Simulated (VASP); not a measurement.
The system is MgO (Periclase).

```
Mg O
1.0
     0.00000    2.12685    2.12685
     2.12685    0.00000    2.12685
     2.12685    2.12685    0.00000
Mg O
1 1
Direct
  0.00000 0.00000 0.00000
  0.50000 0.50000 0.50000
```

```yaml
Program: VASP 6.6.1
Task: relaxation of cell and atoms
Functional: LDA
Potentials_or_basis: VASP PAW LDA potentials, release 64 (Mg, O)
Cutoff: 600 eV
k_mesh: 10 × 10 × 10
Occupations: fermi-dirac, width 0.02 eV
Spin: no spin polarisation
```

At the start: pressure -12.0 GPa; volume 9.62 Å³/atom.

Q: Where does the relaxation end?

A: Over 3 steps the energy falls by 29.3 meV/atom and the volume is 8.89 Å³/atom (-7.6 %); space group Fm-3m (No. 225, to 0.05 Å).

Step by step:
| step | energy change (eV) | largest force (eV/Å) | pressure (GPa) | volume (Å³) |
| --- | --- | --- | --- | --- |
| 1 | 0.0000 | 0.0000 | -12.02 | 19.24 |
| 2 | -0.0510 | 0.0000 | 5.21 | 17.30 |
| 3 | -0.0586 | 0.0000 | 0.03 | 17.78 |

Final structure:
```yaml
crystal:
  lattice:
    - [0.00000, 2.07157, 2.07157]
    - [2.07157, 0.00000, 2.07157]
    - [2.07157, 2.07157, 0.00000]
  atoms:
    - { symbol: Mg, position: [0.00000, 0.00000, 0.00000] }
    - { symbol: O, position: [0.50000, 0.50000, 0.50000] }
```
